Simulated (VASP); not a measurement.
Wanted: the native input for a VASP 6.6.1 run.

* Task: dielectric tensor
* Functional: r2SCAN
* Potentials or basis: VASP PAW PBE potentials, release 64 (Ca_sv, O)
* Cutoff: 520 eV
* k mesh: 8 × 8 × 8
* Occupations: gaussian, width 0.01 eV
* Spin: no spin polarisation
* Dipole correction: no
* Further INCAR settings: ALGO = Normal; EDIFF = 1e-08

The structure of CaO lies in POSCAR:

```
CaO
1.0
    0.0000000000      2.3495991113      2.3495991113
    2.3495991113      0.0000000000      2.3495991113
    2.3495991113      2.3495991113      0.0000000000
Ca O
1 1
Direct
    0.0000000000      0.0000000000      0.0000000000
    0.5000000000      0.5000000000      0.5000000000
```

This cell differs from its parent crystal: strain -2.0%.

The input as run:

INCAR

```
ALGO = Normal
EDIFF = 1E-8
ENCUT = 520
ISIF = 2
ISMEAR = 0
LASPH = T
LCALCEPS = T
LCHARG = F
LMIXTAU = T
LREAL = F
LWAVE = F
METAGGA = R2SCAN
NELM = 100
PREC = Accurate
SIGMA = 0.01
```

KPOINTS

```
k-points
0
Gamma
  8 8 8
```

Potentials or basis: VASP PAW PBE potentials, release 64 (Ca_sv, O).

Run with:

```console
$ cat potpaw_PBE.64/Ca_sv/POTCAR potpaw_PBE.64/O/POTCAR > POTCAR
$ mpirun -np 1 vasp_std > vasp.out
```

Results of the run:

```json
{
  "Band gap on the k mesh": "4.16 eV (least direct gap 4.51 eV)",
  "Electronic dielectric tensor (diagonal)": "3.53",
  "Born charges (mean of the diagonal)": "Ca +2.33; O -2.33 e"
}
```

Caveat: the cell differs from its parent crystal (strain -2.0%).

Wall time 26 min on 1 thread of Intel(R) Xeon(R) 6975P-C (Granite Rapids), with other jobs on the host, peak memory 0.35 GiB.
